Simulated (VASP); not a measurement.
# GaCuSe2 (P4/mmm) in VASP: further runs

The runs below take GaCuSe2 through single point, with PBE.

All numbers are computed with VASP 6.6.1; they aren't measurements. Logs are shortened: lines on timing, memory, paths and dates and some standing lists are left out, and cuts for length are marked.

## (1) The cell of the first run

The structure is tetragonal, space group P4/mmm (No. 123). The conventional cell has a = 3.778 Å, b = 3.778 Å, c = 5.272 Å, α = 90.00°, β = 90.00°, γ = 90.00°. Ga (site symmetry 4/mmm) has 6 Se at 2.64 to 2.67 Å within 3.5 Å. Within 3.5 Å of Cu (site symmetry 4/mmm) lie 6 Se at 2.64 to 2.67 Å. Se (site symmetry 4/mmm) has 2 Cu at 2.64 Å and 4 Ga at 2.67 Å within 3.5 Å. Within 3.5 Å of Se (site symmetry 4/mmm) lie 2 Ga at 2.64 Å and 4 Cu at 2.67 Å.

## (2) Single point, PBE

INCAR

```
  ALGO = Normal
  EDIFF = 1E-7
  ENCUT = 520
  GGA = PE
  ISIF = 2
  ISMEAR = 0
  LASPH = True
  LCHARG = True
  LELF = True
  LREAL = False
  LVHAR = True
  LWAVE = False
  NBANDS = 26
  NELM = 100
  PREC = Accurate
  SIGMA = 0.1
```

KPOINTS

```
k-points
0
Gamma
  12 12 10
```

POSCAR

```
GaCuSe2
1.0
    3.7780701461      0.0000000000      0.0000000000
    0.0000000000      3.7780701461      0.0000000000
    0.0000000000      0.0000000000      5.2721116792
Ga Cu Se
1 1 2
Direct
    0.5000000000      0.5000000000      0.5000000000
    0.0000000000      0.0000000000      0.0000000000
    0.0000000000      0.0000000000      0.5000000000
    0.5000000000      0.5000000000      0.0000000000
```

Potentials or basis: VASP PAW PBE potentials, release 64 (Ga_d, Cu, Se).

On the command line:

```bash
cat potpaw_PBE.64/Ga_d/POTCAR potpaw_PBE.64/Cu/POTCAR potpaw_PBE.64/Se/POTCAR > POTCAR
mpirun -np 1 vasp_std > vasp.out
```

OUTCAR:

```text
EDIFF = 1E-7
   ENCUT = 520
   GGA = PE
   ISIF = 2
   ISMEAR = 0
   LASPH = True
   LREAL = False
   NELM = 100
   PREC = Accurate

 ion  position               nearest neighbor table
   1  0.500  0.500  0.500-   4 2.64   4 2.64   3 2.67   3 2.67   3 2.67   3 2.67
   2  0.000  0.000  0.000-   3 2.64   3 2.64   4 2.67   4 2.67   4 2.67   4 2.67
   3  0.000  0.000  0.500-   2 2.64   2 2.64   1 2.67   1 2.67   1 2.67   1 2.67
   4  0.500  0.500  0.000-   1 2.64   1 2.64   2 2.67   2 2.67   2 2.67   2 2.67

  LATTYP: Found a simple tetragonal cell.
 ALAT       =     3.7780701461
 C/A-ratio  =     1.3954509777

  Lattice vectors:

 A1 = (   3.7780701461,   0.0000000000,   0.0000000000)
 A2 = (   0.0000000000,   3.7780701461,   0.0000000000)
 A3 = (   0.0000000000,   0.0000000000,   5.2721116792)

Analysis of symmetry for initial positions (statically):
=====================================================================
 Subroutine PRICEL returns:
 Original cell was already a primitive cell.

 Routine SETGRP: Setting up the symmetry group for a
 simple tetragonal supercell.

 Subroutine GETGRP returns: Found 16 space group operations
 (whereof 16 operations were pure point group operations)
 out of a pool of 16 trial point group operations.

The static configuration has the point symmetry D_4h.

Analysis of symmetry for dynamics (positions and initial velocities):
=====================================================================
 Subroutine PRICEL returns:
 Original cell was already a primitive cell.

 Routine SETGRP: Setting up the symmetry group for a
 simple tetragonal supercell.

 Subroutine GETGRP returns: Found 16 space group operations
 (whereof 16 operations were pure point group operations)
 out of a pool of 16 trial point group operations.

The dynamic configuration has the point symmetry D_4h.

 Subroutine INISYM returns: Found 16 space group operations
 (whereof 16 operations are pure point group operations),
 and found     1 'primitive' translations

----------------------------------------------------------------------------------------

                                     Primitive cell

  volume of cell :      75.2531

  direct lattice vectors                    reciprocal lattice vectors
     3.778070146  0.000000000  0.000000000     0.264685398  0.000000000  0.000000000
     0.000000000  3.778070146  0.000000000     0.000000000  0.264685398  0.000000000
     0.000000000  0.000000000  5.272111679     0.000000000  0.000000000  0.189677317

  length of vectors
     3.778070146  3.778070146  5.272111679     0.264685398  0.264685398  0.189677317

  position of ions in fractional coordinates (direct lattice)
     0.500000000  0.500000000  0.500000000
     0.000000000  0.000000000  0.000000000
     0.000000000  0.000000000  0.500000000
     0.500000000  0.500000000  0.000000000

  ion indices of the primitive-cell ions
   primitive index   ion index
                 1           1
                 2           2
                 3           3
                 4           4

----------------------------------------------------------------------------------------

 KPOINTS: k-points

Automatic generation of k-mesh.
 Grid dimensions read from file:
 generate k-points for:   12   12   10

 Generating k-lattice:

  Cartesian coordinates                     Fractional coordinates (reciprocal lattice)
     0.022057116  0.000000000  0.000000000     0.083333333  0.000000000  0.000000000
     0.000000000  0.022057116  0.000000000     0.000000000  0.083333333  0.000000000
     0.000000000  0.000000000  0.018967732     0.000000000  0.000000000  0.100000000

  Length of vectors
     0.022057116  0.022057116  0.018967732

  Shift w.r.t. Gamma in fractional coordinates (k-lattice)
     0.000000000  0.000000000  0.000000000

 Subroutine IBZKPT returns following result:
 ===========================================

 Found    168 irreducible k-points:

 Following reciprocal coordinates:
            Coordinates               Weight
  0.000000  0.000000  0.000000      1.000000
  0.083333  0.000000  0.000000      4.000000
  0.166667  0.000000  0.000000      4.000000
  0.250000  0.000000  0.000000      4.000000
  0.333333  0.000000  0.000000      4.000000
  0.416667  0.000000  0.000000      4.000000
[... 16 lines left out ...]
  0.333333  0.333333  0.000000      4.000000
  0.416667  0.333333  0.000000      8.000000
 [... further k-points ...]
   k-points           NKPTS =    168   k-points in BZ     NKDIM =    168   number of bands    NBANDS=     26
   number of dos      NEDOS =    301   number of ions     NIONS =      4
   total plane-waves  NPLWV =  31360
   dimension x,y,z NGX =    28 NGY =   28 NGZ =   40
   dimension x,y,z NGXF=    56 NGYF=   56 NGZF=   80
   ions per type =               1   1   2
   NGX,Y,Z   is equivalent  to a cutoff of  12.32, 12.32, 12.61 a.u.
   NGXF,Y,Z  is equivalent  to a cutoff of  24.64, 24.64, 25.23 a.u.
 SYSTEM =  unknown system
   PREC   = accura    normal or accurate (medium, high low for compatibility)
   ISTART =      0    job   : 0-new  1-cont  2-samecut
   ICHARG =      2    charge: 1-file 2-atom 10-const
   ISPIN  =      1    spin polarized calculation?
   LNONCOLLINEAR =      F non collinear calculations
   LSORBIT =      F    spin-orbit coupling
   LASPH  =      T    aspherical Exc in radial PAW
   ENCUT  =  520.0 eV  38.22 Ry    6.18 a.u.   7.02  7.02  9.80*2*pi/ulx,y,z
   NELM   =    100;   NELMIN=  2; NELMDL= -5     # of ELM steps
   EDIFF  = 0.1E-06   stopping-criterion for ELM
   LREAL  =      F    real-space projection
   EDIFFG = 0.1E-05   stopping-criterion for IOM
   NSW    =      0    number of steps for IOM
   IBRION =     -1    ionic relax: 0-MD 1-quasi-New 2-CG
   NFREE  =      0    steps in history (QN), initial steepest desc. (CG)
   ISIF   =      2    stress and relaxation
   ISYM   =      2    0-nonsym 1-usesym 2-fastsym
   POTIM  = 0.5000    time-step for ionic-motion
   TEBEG  =    0.0;   TEEND  =   0.0 temperature during run
   PSTRESS=    0.0 pullay stress
   NELECT =      36.0000    total number of electrons
   NUPDOWN=      -1.0000    fix difference up-down
   EMIN   =  10.00;   EMAX   =-10.00  energy-range for DOS
   EFERMI =   0.00;   METHOD = LEGACY
   ISMEAR =     0;   SIGMA  =   0.10  broadening in eV -4-tet -1-fermi 0-gaus
   EFERMI_NEDOS =   21; number of points for ismear=-14 and -15
   IALGO  =     38    algorithm
   IMIX   =      4    mixing-type and parameters
     AMIX     =   0.40;   BMIX     =  1.00
     AMIX_MAG =   1.60;   BMIX_MAG =  1.00
  volume/ion in A,a.u.               =      18.81       126.96
  Fermi-wavevector in a.u.,A,eV,Ry     =   1.280366  2.419541 22.304534  1.639337
  Thomas-Fermi vector in A             =   2.412798
   LORBIT       =      0    0 simple, 1 ext, 2 COOP (PROOUT), +10 PAW based schemes
   GGA     = PE    functional components
   LHFCALC =     F    Hartree Fock is set to
   AEXX    =    0.0000 exact exchange contribution
   IVDW    =     0    specifies the selected vdW correction
   LEPSILON=     F    determine dielectric tensor
   LRPA    =     F    only Hartree local field effects (RPA)
 non-spin polarized calculation
 Gauss-broadening in eV      SIGMA  =   0.10
  energy-cutoff  :      520.00
  volume of cell :       75.25
 maximum number of plane-waves:      2048
   NGX = 15   NGY = 15   NGZ = 19

 number of electron      36.0000008 magnetization

 Free energy of the ion-electron system (eV)
  ---------------------------------------------------
  ext. energy  EPLUGINS =         0.00000000
  ---------------------------------------------------
  free energy    TOTEN  =       -14.57136158 eV

  energy without entropy =      -14.56335030  energy(sigma->0) =      -14.56735594

 E-fermi :   5.2589     XC(G=0): -10.6398

 val. band max:        5.2496842079   @ k =   0.3333   0.0833   0.3000
 cond. band min:       5.2794881324   @ k =   0.5000   0.1667   0.4000
 fundamental gap:      0.0298039244
 Fermi energy:         5.2589011580

 k-point     1 :       0.0000    0.0000    0.0000
  band No.  band energies     occupation
      1      -9.9992      2.00000
      2      -9.8136      2.00000
      3      -9.8092      2.00000
      4      -9.7642      2.00000
      5      -9.7642      2.00000
      6      -9.4078      2.00000
[... 18 lines left out ...]
     25      13.2662      0.00000
     26      13.6884      0.00000

 k-point     2 :       0.0833    0.0000    0.0000
  band No.  band energies     occupation
      1      -9.9919      2.00000
      2      -9.8119      2.00000
      3      -9.8117      2.00000
      4      -9.7654      2.00000
      5      -9.7641      2.00000
      6      -9.3612      2.00000
[... 18 lines left out ...]
     25      13.3240      0.00000
     26      13.9533      0.00000

 k-point     3 :       0.1667    0.0000    0.0000
  band No.  band energies     occupation
      1      -9.9741      2.00000
      2      -9.8187      2.00000
      3      -9.8073      2.00000
      4      -9.7684      2.00000
      5      -9.7639      2.00000
      6      -9.2217      2.00000
[... 18 lines left out ...]
     25      13.4975      0.00000
     26      14.4095      0.00000

 k-point     4 :       0.2500    0.0000    0.0000
  band No.  band energies     occupation
      1      -9.9533      2.00000
      2      -9.8281      2.00000
      3      -9.8011      2.00000
      4      -9.7726      2.00000
      5      -9.7635      2.00000
      6      -8.9944      2.00000
[... 18 lines left out ...]
     25      13.7868      0.00000
     26      13.9967      0.00000
[... 496 lines left out ...]
      1      -9.9792      2.00000
      2      -9.9072      2.00000
      3      -9.7783      2.00000
      4      -9.7717      2.00000
      5      -9.7693      2.00000
      6      -7.7306      2.00000
[... 18 lines left out ...]
     25      13.9329      0.00000
     26      14.5403      0.00000

 k-point    23 :       0.3333    0.3333    0.0000
  band No.  band energies     occupation
      1      -9.9965      2.00000
      2      -9.9066      2.00000
      3      -9.7743      2.00000
      4      -9.7729      2.00000
      5      -9.7712      2.00000
      6      -7.9847      2.00000
[... 18 lines left out ...]
     25      14.2583      0.00000
     26      14.3049      0.00000

 k-point    24 :       0.4167    0.3333    0.0000
  band No.  band energies     occupation
      1     -10.0231      2.00000
      2      -9.9030      2.00000
      3      -9.7762      2.00000
      4      -9.7728      2.00000
      5      -9.7654      2.00000
      6      -7.7138      2.00000
[... 18 lines left out ...]
     25      14.5181      0.00000
     26      14.9790      0.00000

 [... further k-points ...]
[... 5 lines left out ...]
  --------------------------------------------------------------------------------------
  -------------------------------------------------------------------------------------
  Total        0.0510525      0.0510525      0.0779888      0.0000000     -0.0000000      0.0000000
  in kB        1.0869326      1.0869326      1.6604208      0.0000000     -0.0000000      0.0000000
  external PRESSURE =       1.2780953 kB  Pullay stress =       0.0000000 kB

 VOLUME and BASIS-vectors are now :
 -----------------------------------------------------------------------------
  energy-cutoff  :      520.00
  volume of cell :       75.25
      direct lattice vectors                 reciprocal lattice vectors
     3.778070146  0.000000000  0.000000000     0.264685398  0.000000000  0.000000000
     0.000000000  3.778070146  0.000000000     0.000000000  0.264685398  0.000000000
     0.000000000  0.000000000  5.272111679     0.000000000  0.000000000  0.189677317

 POSITION                                       TOTAL-FORCE (eV/Angst)
 -----------------------------------------------------------------------------------
      1.88904      1.88904      2.63606         0.000000      0.000000      0.000000
      0.00000      0.00000      0.00000         0.000000      0.000000      0.000000
      0.00000      0.00000      2.63606         0.000000      0.000000      0.000000
      1.88904      1.88904      0.00000         0.000000      0.000000      0.000000
 -----------------------------------------------------------------------------------
    total drift:                                0.000000      0.000000      0.000000

  FREE ENERGIE OF THE ION-ELECTRON SYSTEM (eV)
  ---------------------------------------------------
  free  energy   TOTEN  =       -14.5713615834 eV

  energy  without entropy=      -14.5633503026  energy(sigma->0) =      -14.56735594
```

Wall time 3.5 min (1 thread of Oxide Virtual Turin-like, shared host); peak memory 0.41 GiB.

What came out:

```yaml
Free_energy: -14.5714 eV
Pressure: 0.1 GPa
Band_gap_on_the_k_mesh: zero (band 18 reaches 5.93 eV, above the bottom of band 19 at 3.35 eV)
```

[end of part 1 of 2]
